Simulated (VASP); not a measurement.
# CaB2 (P6/mmm) in VASP: further runs

CaB2 is run at these levels: PBE; tasks: single point, relaxation of cell and atoms.

Program: VASP 6.6.1. These are calculated values, not measurements. Logs are shortened: lines on timing, memory, paths and dates and some standing lists are left out, and cuts for length are marked.

## Step 1: The cell of the first run

The structure is hexagonal, space group P6/mmm (No. 191). The conventional cell has a = 3.219 Å, b = 3.219 Å, c = 4.072 Å, α = 90.00°, β = 90.00°, γ = 120.00°. Within 3.6 Å of Ca (site symmetry 6/mmm) lie 12 B at 2.76 Å and 6 Ca at 3.22 Å. B (site symmetry -6m2) has 3 B at 1.86 Å within 2.5 Å.

## Step 2: Single point, PBE

Contents of INCAR:

```
PREC     = Accurate       # precision mode
ENCUT    = 520            # plane-wave cutoff, eV
EDIFF    = 1E-6           # SCF threshold, eV
ISMEAR   = 0              # smearing method
SIGMA    = 0.15           # smearing width, eV
LREAL    = F              # projectors in reciprocal space
LASPH    = T              # aspherical terms in the spheres
NELM     = 100            # most SCF steps
ALGO     = Normal         # electronic algorithm
ISIF     = 2              # what is computed and relaxed
LWAVE    = F              # write WAVECAR
LCHARG   = F              # write CHGCAR
GGA      = PE             # functional
NBANDS   = 15             # bands
```

Contents of KPOINTS:

```
Automatic mesh
0
Gamma
  12 12 8
```

Contents of POSCAR:

```
CaB2
1.0
    3.2191851560      0.0000000000      0.0000000000
   -1.6095925780      2.7878961246      0.0000000000
    0.0000000000      0.0000000000      4.0715212130
Ca B
1 2
Direct
    0.0000000000      0.0000000000      0.0000000000
    0.3333333333      0.6666666667      0.5000000000
    0.6666666667      0.3333333333      0.5000000000
```

Potentials or basis: VASP PAW PBE potentials, release 64 (Ca_sv, B).

Started as:

```bash
$ cat potpaw_PBE.64/Ca_sv/POTCAR potpaw_PBE.64/B/POTCAR > POTCAR
$ mpirun -np 1 vasp_std > vasp.out
```

OUTCAR:

```text
PREC = Accurate
   ENCUT = 520
   EDIFF = 1E-6
   ISMEAR = 0
   LREAL = F
   LASPH = T
   NELM = 100
   ISIF = 2
   GGA = PE

 ion  position               nearest neighbor table
   1  0.000  0.000  0.000-
   2  0.333  0.667  0.500-   3 1.86   3 1.86   3 1.86
   3  0.667  0.333  0.500-   2 1.86   2 1.86   2 1.86

  LATTYP: Found a hexagonal cell.
 ALAT       =     3.2191851560
 C/A-ratio  =     1.2647676402

  Lattice vectors:

 A1 = (   3.2191851560,   0.0000000000,   0.0000000000)
 A2 = (  -1.6095925780,   2.7878961246,   0.0000000000)
 A3 = (   0.0000000000,   0.0000000000,   4.0715212130)

Analysis of symmetry for initial positions (statically):
=====================================================================
 Subroutine PRICEL returns:
 Original cell was already a primitive cell.

 Routine SETGRP: Setting up the symmetry group for a
 hexagonal supercell.

 Subroutine GETGRP returns: Found 24 space group operations
 (whereof 24 operations were pure point group operations)
 out of a pool of 24 trial point group operations.

The static configuration has the point symmetry D_6h.

Analysis of symmetry for dynamics (positions and initial velocities):
=====================================================================
 Subroutine PRICEL returns:
 Original cell was already a primitive cell.

 Routine SETGRP: Setting up the symmetry group for a
 hexagonal supercell.

 Subroutine GETGRP returns: Found 24 space group operations
 (whereof 24 operations were pure point group operations)
 out of a pool of 24 trial point group operations.

The dynamic configuration has the point symmetry D_6h.

 Subroutine INISYM returns: Found 24 space group operations
 (whereof 24 operations are pure point group operations),
 and found     1 'primitive' translations

----------------------------------------------------------------------------------------

                                     Primitive cell

  volume of cell :      36.5409

  direct lattice vectors                    reciprocal lattice vectors
     3.219185156  0.000000000  0.000000000     0.310637615  0.179346711  0.000000000
    -1.609592578  2.787896125  0.000000000     0.000000000  0.358693422  0.000000000
     0.000000000  0.000000000  4.071521213     0.000000000  0.000000000  0.245608446

  length of vectors
     3.219185156  3.219185156  4.071521213     0.358693422  0.358693422  0.245608446

  position of ions in fractional coordinates (direct lattice)
     0.000000000  0.000000000  0.000000000
     0.333333333  0.666666667  0.500000000
     0.666666667  0.333333333  0.500000000

  ion indices of the primitive-cell ions
   primitive index   ion index
                 1           1
                 2           2
                 3           3

----------------------------------------------------------------------------------------

 KPOINTS: Automatic mesh

Automatic generation of k-mesh.
 Grid dimensions read from file:
 generate k-points for:   12   12    8

 Generating k-lattice:

  Cartesian coordinates                     Fractional coordinates (reciprocal lattice)
     0.025886468  0.014945559  0.000000000     0.083333333  0.000000000  0.000000000
     0.000000000  0.029891118  0.000000000     0.000000000  0.083333333  0.000000000
     0.000000000  0.000000000  0.030701056     0.000000000  0.000000000  0.125000000

  Length of vectors
     0.029891118  0.029891118  0.030701056

  Shift w.r.t. Gamma in fractional coordinates (k-lattice)
     0.000000000  0.000000000  0.000000000

 Subroutine IBZKPT returns following result:
 ===========================================

 Found     95 irreducible k-points:

 Following reciprocal coordinates:
            Coordinates               Weight
  0.000000  0.000000  0.000000      1.000000
  0.083333  0.000000  0.000000      6.000000
  0.166667  0.000000  0.000000      6.000000
  0.250000 -0.000000  0.000000      6.000000
  0.333333  0.000000  0.000000      6.000000
  0.416667  0.000000  0.000000      6.000000
[... 16 lines left out ...]
  0.250000 -0.000000  0.125000     12.000000
  0.333333  0.000000  0.125000     12.000000
 [... further k-points ...]
   k-points           NKPTS =     95   k-points in BZ     NKDIM =     95   number of bands    NBANDS=     15
   number of dos      NEDOS =    301   number of ions     NIONS =      3
   total plane-waves  NPLWV =  17280
   dimension x,y,z NGX =    24 NGY =   24 NGZ =   30
   dimension x,y,z NGXF=    48 NGYF=   48 NGZF=   60
   ions per type =               1   2
   NGX,Y,Z   is equivalent  to a cutoff of  12.39, 12.39, 12.25 a.u.
   NGXF,Y,Z  is equivalent  to a cutoff of  24.79, 24.79, 24.50 a.u.
 SYSTEM =  unknown system
   PREC   = accura    normal or accurate (medium, high low for compatibility)
   ISTART =      0    job   : 0-new  1-cont  2-samecut
   ICHARG =      2    charge: 1-file 2-atom 10-const
   ISPIN  =      1    spin polarized calculation?
   LNONCOLLINEAR =      F non collinear calculations
   LSORBIT =      F    spin-orbit coupling
   LASPH  =      T    aspherical Exc in radial PAW
   ENCUT  =  520.0 eV  38.22 Ry    6.18 a.u.   5.99  5.99  7.57*2*pi/ulx,y,z
   NELM   =    100;   NELMIN=  2; NELMDL= -5     # of ELM steps
   EDIFF  = 0.1E-05   stopping-criterion for ELM
   LREAL  =      F    real-space projection
   EDIFFG = 0.1E-04   stopping-criterion for IOM
   NSW    =      0    number of steps for IOM
   IBRION =     -1    ionic relax: 0-MD 1-quasi-New 2-CG
   NFREE  =      0    steps in history (QN), initial steepest desc. (CG)
   ISIF   =      2    stress and relaxation
   ISYM   =      2    0-nonsym 1-usesym 2-fastsym
   POTIM  = 0.5000    time-step for ionic-motion
   TEBEG  =    0.0;   TEEND  =   0.0 temperature during run
   PSTRESS=    0.0 pullay stress
   NELECT =      16.0000    total number of electrons
   NUPDOWN=      -1.0000    fix difference up-down
   EMIN   =  10.00;   EMAX   =-10.00  energy-range for DOS
   EFERMI =   0.00;   METHOD = LEGACY
   ISMEAR =     0;   SIGMA  =   0.15  broadening in eV -4-tet -1-fermi 0-gaus
   EFERMI_NEDOS =   21; number of points for ismear=-14 and -15
   IALGO  =     38    algorithm
   IMIX   =      4    mixing-type and parameters
     AMIX     =   0.40;   BMIX     =  1.00
     AMIX_MAG =   1.60;   BMIX_MAG =  1.00
  volume/ion in A,a.u.               =      12.18        82.20
  Fermi-wavevector in a.u.,A,eV,Ry     =   1.243145  2.349203 21.026568  1.545409
  Thomas-Fermi vector in A             =   2.377468
   LORBIT       =      0    0 simple, 1 ext, 2 COOP (PROOUT), +10 PAW based schemes
   GGA     = PE    functional components
   LHFCALC =     F    Hartree Fock is set to
   AEXX    =    0.0000 exact exchange contribution
   IVDW    =     0    specifies the selected vdW correction
   LEPSILON=     F    determine dielectric tensor
   LRPA    =     F    only Hartree local field effects (RPA)
 non-spin polarized calculation
 Gauss-broadening in eV      SIGMA  =   0.15
  energy-cutoff  :      520.00
  volume of cell :       36.54
 maximum number of plane-waves:      1008
 NGX is ok and might be reduce to    24
   NGX = 11   NGY = 11   NGZ = 15

 number of electron      16.0000004 magnetization

 Free energy of the ion-electron system (eV)
  ---------------------------------------------------
  ext. energy  EPLUGINS =         0.00000000
  ---------------------------------------------------
  free energy    TOTEN  =       -15.74442866 eV

  energy without entropy =      -15.73125906  energy(sigma->0) =      -15.73784386

 E-fermi :   4.6784     XC(G=0): -10.8269

 val. band max:        4.6780956905   @ k =   0.4167   0.0000   0.5000
 cond. band min:       4.7329297426   @ k =   0.5000  -0.0000   0.2500
 fundamental gap:      0.0548340522
 Fermi energy:         4.6783504384

 k-point     1 :       0.0000    0.0000    0.0000
  band No.  band energies     occupation
      1     -35.0521      2.00000
      2     -16.0503      2.00000
      3     -15.8383      2.00000
      4     -15.8383      2.00000
      5      -5.7626      2.00000
      6       2.8577      2.00000
      7       5.0410      0.00063
      8       5.0410      0.00063
      9       5.0671      0.00025
     10      10.0772      0.00000
     11      10.0772      0.00000
     12      10.9504      0.00000
     13      10.9504      0.00000
     14      11.6482      0.00000
     15      11.7445      0.00000

 k-point     2 :       0.0833    0.0000    0.0000
  band No.  band energies     occupation
      1     -35.0444      2.00000
      2     -16.0395      2.00000
      3     -15.8942      2.00000
      4     -15.8499      2.00000
      5      -5.6416      2.00000
      6       2.8658      2.00000
      7       4.5468      1.78508
      8       4.9129      0.02703
      9       5.2243      0.00000
     10       9.7030      0.00000
     11      10.0190      0.00000
     12      10.8748      0.00000
     13      10.9560      0.00000
     14      11.7060      0.00000
     15      12.1882      0.00000

 k-point     3 :       0.1667    0.0000    0.0000
  band No.  band energies     occupation
      1     -35.0235      2.00000
      2     -16.0439      2.00000
      3     -16.0099      2.00000
      4     -15.8814      2.00000
      5      -5.2873      2.00000
      6       2.8975      2.00000
      7       3.3965      2.00000
      8       4.5835      1.62907
      9       5.6246      0.00000
     10       9.0473      0.00000
     11      10.1429      0.00000
     12      10.6777      0.00000
     13      10.6778      0.00000
     14      11.5941      0.00000
     15      12.5453      0.00000
[... 343 lines left out ...]
 k-point    23 :       0.2500   -0.0000    0.1250
  band No.  band energies     occupation
      1     -34.9941      2.00000
      2     -16.2393      2.00000
      3     -15.9869      2.00000
      4     -15.9228      2.00000
      5      -4.6373      2.00000
      6       1.9844      2.00000
      7       2.7408      2.00000
      8       4.1410      2.00000
      9       6.1784      0.00000
     10       8.4716      0.00000
     11      10.1441      0.00000
     12      10.1995      0.00000
     13      10.9532      0.00000
     14      11.5328      0.00000
     15      12.6223      0.00000

 k-point    24 :       0.3333    0.0000    0.1250
  band No.  band energies     occupation
      1     -34.9652      2.00000
      2     -16.4291      2.00000
      3     -15.9648      2.00000
      4     -15.9438      2.00000
      5      -3.9123      2.00000
      6       0.6196      2.00000
      7       2.9939      2.00000
      8       3.7548      2.00000
      9       5.8957      0.00000
     10       8.5365      0.00000
     11       9.7747      0.00000
     12      10.2966      0.00000
     13      11.3064      0.00000
     14      11.6418      0.00000
     15      12.8258      0.00000

 [... further k-points ...]

------------------------ aborting loop because EDIFF is reached ----------------------------------------

  FORCE on cell =-STRESS in cart. coord.  units (eV):
  Direction    XX          YY          ZZ          XY          YZ          ZX
  --------------------------------------------------------------------------------------
  -------------------------------------------------------------------------------------
  Total        0.0681793      0.0681793      0.0795648      0.0000000     -0.0000000      0.0000000
  in kB        2.9893970      2.9893970      3.4886079      0.0000000     -0.0000000      0.0000000
  external PRESSURE =       3.1558006 kB  Pullay stress =       0.0000000 kB

 VOLUME and BASIS-vectors are now :
 -----------------------------------------------------------------------------
  energy-cutoff  :      520.00
  volume of cell :       36.54
      direct lattice vectors                 reciprocal lattice vectors
     3.219185156  0.000000000  0.000000000     0.310637615  0.179346711  0.000000000
    -1.609592578  2.787896125  0.000000000     0.000000000  0.358693422  0.000000000
     0.000000000  0.000000000  4.071521213     0.000000000  0.000000000  0.245608446

 POSITION                                       TOTAL-FORCE (eV/Angst)
 -----------------------------------------------------------------------------------
      0.00000      0.00000      0.00000         0.000000      0.000000      0.000000
     -0.00000      1.85860      2.03576        -0.000000      0.000000     -0.000000
      1.60959      0.92930      2.03576         0.000000     -0.000000      0.000000
 -----------------------------------------------------------------------------------
    total drift:                               -0.000000      0.000000      0.000000

  FREE ENERGIE OF THE ION-ELECTRON SYSTEM (eV)
  ---------------------------------------------------
  free  energy   TOTEN  =       -15.7444286624 eV

  energy  without entropy=      -15.7312590607  energy(sigma->0) =      -15.73784386
```

Run time: 24 s. Hardware: 1 thread of Intel Xeon Platinum 8488C (Sapphire Rapids), shared host; peak memory 0.18 GiB.

What came out:

| Item | Value |
| --- | --- |
| Free energy | -15.7444 eV |
| Pressure | 0.3 GPa |
| Band gap on the k mesh | zero (band 8 reaches 5.60 eV, above the bottom of band 9 at 3.98 eV) |

Levels at points of the mesh, in eV from the Fermi level:
```
           k point  band 6  band 7  band 8  band 9  band 10  band 11
(0.00, 0.00, 0.00)   -1.82    0.36    0.36    0.39     5.40     5.40
(0.50, 0.00, 0.00)   -6.37   -1.43   -1.18    0.99     3.14     5.30
(0.00, 0.00, 0.50)   -4.69    0.92    0.92    3.38     4.11     4.11
(0.50, 0.00, 0.50)   -5.50   -1.70   -0.87   -0.70     5.26     5.61
```

## Step 3: Single point, PBE

Contents of INCAR:

```
  PREC = Accurate
  ENCUT = 520
  EDIFF = 1E-7
  ISMEAR = 0
  SIGMA = 0.1
  LREAL = False
  LASPH = True
  NELM = 60
  ALGO = Normal
  ISIF = 2
  LWAVE = False
  LCHARG = True
  GGA = PE
  LELF = True
  LVHAR = True
  NBANDS = 15
```

Contents of KPOINTS:

```
Automatic mesh
0
Gamma
  18 18 10
```

POSCAR is that of step 2.

Potentials or basis: VASP PAW PBE potentials, release 64 (Ca_sv, B).

Started as:

```bash
$ cat potpaw_PBE.64/Ca_sv/POTCAR potpaw_PBE.64/B/POTCAR > POTCAR
$ mpirun -np 1 vasp_std > vasp.out
```

OUTCAR:

```text
PREC = Accurate
   ENCUT = 520
   EDIFF = 1E-7
   ISMEAR = 0
   LREAL = False
   LASPH = True
   NELM = 60
   ISIF = 2
   GGA = PE

 ion  position               nearest neighbor table
   1  0.000  0.000  0.000-
   2  0.333  0.667  0.500-   3 1.86   3 1.86   3 1.86
   3  0.667  0.333  0.500-   2 1.86   2 1.86   2 1.86

  LATTYP: Found a hexagonal cell.
 ALAT       =     3.2191851560
 C/A-ratio  =     1.2647676402

  Lattice vectors:

[... 623 lines left out ...]

  FORCE on cell =-STRESS in cart. coord.  units (eV):
  Direction    XX          YY          ZZ          XY          YZ          ZX
  --------------------------------------------------------------------------------------
  -------------------------------------------------------------------------------------
  Total        0.0511495      0.0511495      0.0997430      0.0000000      0.0000000      0.0000000
  in kB        2.2427061      2.2427061      4.3733438      0.0000000      0.0000000      0.0000000
  external PRESSURE =       2.9529187 kB  Pullay stress =       0.0000000 kB

 VOLUME and BASIS-vectors are now :
 -----------------------------------------------------------------------------
  energy-cutoff  :      520.00
  volume of cell :       36.54
      direct lattice vectors                 reciprocal lattice vectors
     3.219185156  0.000000000  0.000000000     0.310637615  0.179346711  0.000000000
    -1.609592578  2.787896125  0.000000000     0.000000000  0.358693422  0.000000000
     0.000000000  0.000000000  4.071521213     0.000000000  0.000000000  0.245608446

 POSITION                                       TOTAL-FORCE (eV/Angst)
 -----------------------------------------------------------------------------------
      0.00000      0.00000      0.00000        -0.000000      0.000000      0.000000
     -0.00000      1.85860      2.03576        -0.000000      0.000000     -0.000000
      1.60959      0.92930      2.03576         0.000000      0.000000      0.000000
 -----------------------------------------------------------------------------------
    total drift:                               -0.000000      0.000000      0.000000

  FREE ENERGIE OF THE ION-ELECTRON SYSTEM (eV)
  ---------------------------------------------------
  free  energy   TOTEN  =       -15.7432158295 eV

  energy  without entropy=      -15.7372575579  energy(sigma->0) =      -15.74023669
```

It took 64 s on 1 thread of Intel Xeon Platinum 8488C (Sapphire Rapids), shared host; peak memory 0.24 GiB.

Results:

| Item | Value |
| --- | --- |
| Free energy | -15.7432 eV |
| Pressure | 0.3 GPa |
| Band gap on the k mesh | zero (band 8 reaches 5.60 eV, above the bottom of band 9 at 3.98 eV) |

## Step 4: Relaxation of cell and atoms, PBE

This run uses another cell than the first one, of 12.22 Å³/atom, 1.003 times its volume.

Contents of INCAR:

```
SYSTEM = CaB2
PREC = Accurate
ENCUT = 600
EDIFF = 1E-6
ISMEAR = 0
SIGMA = 0.1
LREAL = .False.
LASPH = .True.
NELM = 60
ALGO = Normal
ISIF = 3
LWAVE = .False.
LCHARG = .False.
GGA = PE
IBRION = 2
NSW = 100
EDIFFG = -0.005
```

Contents of KPOINTS:

```
Automatic mesh
0
Gamma
  18 18 10
  0 0 0
```

Contents of POSCAR:

```
CaB2
1.0
    3.2264302843      0.0000000000      0.0000000000
   -1.6132151421      2.7941705897      0.0000000000
    0.0000000000      0.0000000000      4.0673920000
Ca B
1 2
Direct
    0.0000000000      0.0000000000      0.0000000000
    0.3333333300      0.6666666700      0.5000000000
    0.6666666700      0.3333333300      0.5000000000
```

Started as:

```bash
$ cat potpaw_PBE.64/Ca_sv/POTCAR potpaw_PBE.64/B/POTCAR > POTCAR
$ mpirun -np 1 vasp_std > vasp.out
```

Run time: 2.5 min. Hardware: 1 thread of Intel Xeon Platinum 8488C (Sapphire Rapids), shared host; peak memory 0.28 GiB.

It converged, with:

| Item | Value |
| --- | --- |
| Free energy | -15.7454 eV |
| Relaxed volume | 12.21 Å³/atom |
| Relaxed cell | a = 3.221 Å, b = 3.221 Å, c = 4.078 Å, α = 90.00°, β = 90.00°, γ = 120.00° |
| Space group after relaxing (to 0.05 Å) | P6/mmm (No. 191) |
| Energy gained by relaxing | 0.1 meV/atom |
| Ionic steps | 6 |
| Pressure after relaxing | 0.0 GPa |
| Band gap on the k mesh | zero (band 8 reaches 5.59 eV, above the bottom of band 9 at 3.96 eV) |

The path:
```
step  energy change (eV)  largest force (eV/Å)  pressure (GPa)  volume (Å³)
   1              0.0000                0.0000           -0.14        36.67
   2             -0.0003                0.0000            0.08        36.61
   3             -0.0003                0.0000            0.07        36.61
   4             -0.0003                0.0000            0.11        36.60
   5             -0.0003                0.0000            0.09        36.60
   6             -0.0003                0.0000            0.01        36.64
```

Final structure:
```
CELL_PARAMETERS angstrom
3.22078 0.00000 0.00000
-1.61039 2.78928 0.00000
0.00000 0.00000 4.07835
ATOMIC_POSITIONS crystal
Ca 0.00000 0.00000 0.00000
B 0.33333 0.66667 0.50000
B 0.66667 0.33333 0.50000
```

Levels at points of the mesh, in eV from the Fermi level:
| k point | band 6 | band 7 | band 8 | band 9 | band 10 | band 11 |
| --- | --- | --- | --- | --- | --- | --- |
| (0.00, 0.00, 0.00) | -1.82 | 0.38 | 0.38 | 0.39 | 5.39 | 5.39 |
| (0.50, 0.00, 0.00) | -6.35 | -1.41 | -1.17 | 1.00 | 3.14 | 5.31 |
| (0.00, 0.00, 0.50) | -4.68 | 0.94 | 0.94 | 3.37 | 4.12 | 4.12 |
| (0.50, 0.00, 0.50) | -5.49 | -1.68 | -0.86 | -0.69 | 5.25 | 5.62 |

## Step 5: Summary

```csv
task,cell,k mesh,cutoff (eV),smearing,gap on the mesh (eV),pressure (GPa)
single point,"a = 3.219, b = 3.219, c = 4.072 Å, angles 90.0, 90.0, 120.0°, 3 atoms",12 × 12 × 8,520,gaussian 0.15 eV,none,0.3
single point,"a = 3.219, b = 3.219, c = 4.072 Å, angles 90.0, 90.0, 120.0°, 3 atoms",18 × 18 × 10,520,gaussian 0.1 eV,none,0.3
relaxation of cell and atoms,"relaxed from a = 3.226, b = 3.226, c = 4.067 Å, angles 90.0, 90.0, 120.0°, 3 atoms",18 × 18 × 10,600,gaussian 0.1 eV,none,0.0
```

Alike in all rows: level PBE; potentials or basis VASP PAW PBE potentials, release 64 (Ca_sv, B); no spin polarisation.

Absolute energies hang on the potentials; compare differences alone.
